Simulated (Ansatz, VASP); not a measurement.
# One calculation of NbTe2Mo3, two programs

```
Nb Te Mo
1.0
     4.42777    0.00000    0.00000
    -2.21388    3.83456    0.00000
     0.00000    0.00000    9.11478
Nb Te Mo
1 2 3
Direct
  0.33333 0.66667 0.00000
  0.33333 0.66667 0.30192
  0.33333 0.66667 0.69808
  0.66667 0.33333 0.00000
  0.66667 0.33333 0.62069
  0.66667 0.33333 0.37931
```

Alike in both runs: functional PBE; k mesh 4 × 4 × 2; occupations gaussian, width 0.2 eV; no spin polarisation.

Ansatz relaxed the structure, and its values are those at the end. VASP's run is a single point on that final structure, the one shown.

```csv
,VASP,Ansatz
version,VASP 6.6.1,Ansatz 0.2.0
potentials or method,"VASP PAW PBE potentials, release 64 (Nb_sv, Te, Mo_sv), cutoff 500 eV","scalar-relativistic, plane waves, PAW"
valence electrons in the cell,67,87
```

Ansatz gave:

```
gap on the k mesh at the Fermi level (eV) : none
pressure (GPa)                            : 0.0
rms of the force components (eV/Å)        : 0.012
```

Q: Estimate VASP's values.

A: gap on the k mesh at the Fermi level (eV): none; pressure (GPa): 0.2; rms of the force components (eV/Å): 0.090.

A gap of «none» marks a metal or a gap that the smearing closes. With one functional, cell and mesh, what is left measures potentials, basis and numerics. VASP's potentials hold 67 valence electrons a cell and Ansatz's 87, so a difference there can come from the potentials and not from the codes.

The k mesh is coarse, so the values compare programs but aren't converged. Neither program's run includes spin-orbit coupling.
